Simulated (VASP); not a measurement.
Input of a VASP 6.6.1 run:

INCAR

```
SYSTEM = Li
PREC = Accurate
ENCUT = 520
EDIFF = 1E-6
ISMEAR = 1
SIGMA = 0.1
LREAL = .FALSE.
LASPH = .TRUE.
NELM = 60
ALGO = Normal
ISIF = 2
LWAVE = .FALSE.
LCHARG = .FALSE.
LDIPOL = .TRUE.
IDIPOL = 3
DIPOL = 0.5 0.5 0.500
GGA = PS
NBANDS = 20
```

KPOINTS

```
Automatic mesh
0
G
  22 22 1
  0 0 0
```

Contents of POSCAR:

```
Li
1.0
    3.4319415000      0.0000000000      0.0000000000
    1.7159707500      2.4267491080      0.0000000000
    0.0000000000      0.0000000000     30.5604946450
Li
7
Direct
    0.0000000000      0.0000000000      0.2617758676
    0.5000000000      0.0000000000      0.3411839117
    0.0000000000      0.0000000000      0.4205919559
    0.5000000000      0.0000000000      0.5000000000
    0.0000000000      0.0000000000      0.5794080441
    0.5000000000      0.0000000000      0.6588160883
    0.0000000000      0.0000000000      0.7382241324
```

Potentials or basis: VASP PAW PBE potentials, release 64 (Li_sv).

Launch:

```console
$ cat potpaw_PBE.64/Li_sv/POTCAR > POTCAR
$ mpirun -np 1 vasp_std > vasp.out
```

Task: What does it give for the band gap on the k mesh?

Result: Zero (an odd number of electrons rules out a gap without spin polarisation).

Task: What does it give for the largest force?

Result: 0.067 eV/Å.

Forces on the atoms (eV/Å):
```
Li   0.000  0.000  0.067
Li   0.000  0.000 -0.065
Li   0.000  0.000 -0.011
Li   0.000  0.000  0.000
Li   0.000  0.000  0.011
Li   0.000  0.000  0.065
Li   0.000  0.000 -0.067
```

Caveat: the PAW data sets were made with another functional, which shifts forces and pressure a little.
